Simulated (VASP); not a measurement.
Here is a VASP 6.6.1 calculation.

File INCAR:

```
SYSTEM = InAs
PREC = Accurate ; ENCUT = 520
EDIFF = 1E-6 ; ISMEAR = 0
SIGMA = 0.05 ; LREAL = .False.
LASPH = .True. ; NELM = 80
ALGO = Normal ; ISIF = 2
LWAVE = .False. ; LCHARG = .True.
GGA = B5 ; ALDAX = 1.0
AGGAX = 1.0 ; AGGAC = 1.0
ALDAC = 0.0 ; LELF = .True.
LVHAR = .True. ; NBANDS = 16
```

File KPOINTS:

```
regular mesh
0
Gamma
  6 6 6
  0 0 0
```

Contents of POSCAR:

```
InAs
1.0
    0.0000000000      3.1155613779      3.1155613779
    3.1155613779      0.0000000000      3.1155613779
    3.1155613779      3.1155613779      0.0000000000
In As
1 1
Direct
    0.0000000000      0.0000000000      0.0000000000
    0.7500000000      0.7500000000      0.7500000000
```

Potentials or basis: VASP PAW PBE potentials, release 64 (In_d, As).

The run is started by

```sh
$ cat potpaw_PBE.64/In_d/POTCAR potpaw_PBE.64/As/POTCAR > POTCAR
$ mpirun -np 1 vasp_std > vasp.out
```

Problem. Predict the pressure.

Solution. 1.9 GPa.

Problem. Predict the band gap on the k mesh.

Solution. Zero (filled and empty bands touch).

Caveat: the PAW data sets were made with another functional, which shifts forces and pressure a little; spin-orbit coupling is left out, which moves the levels of the heavy elements.
